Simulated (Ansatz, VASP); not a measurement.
## WC: VASP beside Ansatz

```
W C
1.0
     2.90050    0.00000    0.00000
    -1.45025    2.51191    0.00000
     0.00000    0.00000    2.82900
W C
1 1
Direct
  0.08652 0.06334 0.92047
  0.66667 0.33333 0.50000
```

Alike in both runs: task single point; functional PBEsol; k mesh 6 × 6 × 6; occupations gaussian, width 0.15 eV; no spin polarisation.

```csv
,VASP,Ansatz
version,VASP 6.6.1,Ansatz 0.2.0
potentials or method,"VASP PAW PBE potentials, release 64 (W_sv, C_h), cutoff 1300 eV","scalar-relativistic, plane waves, PAW"
valence electrons in the cell,18,18
```

|  | VASP | Ansatz | Ansatz less VASP |
| --- | --- | --- | --- |
| gap on the k mesh at the Fermi level (eV) | none | none | - |
| pressure (GPa) | 21.3 | 20.0 | -1.32 |
| traceless stress, the component that is largest in VASP (GPa) | -20.27 | -20.15 | +0.115 |
| rms of the force components (eV/Å) | 3.575 | 3.548 | -0.0271 |

VASP's potentials were made for PBE, not for PBEsol. Atom by atom the forces differ by 0.028 eV/Å (rms over components). A gap of «none» marks a metal or a gap that the smearing closes. The functional is the same, so the differences come from potentials, cutoffs and numerics.

The k mesh is coarse, so the values compare programs but aren't converged. Spin-orbit coupling is off throughout.
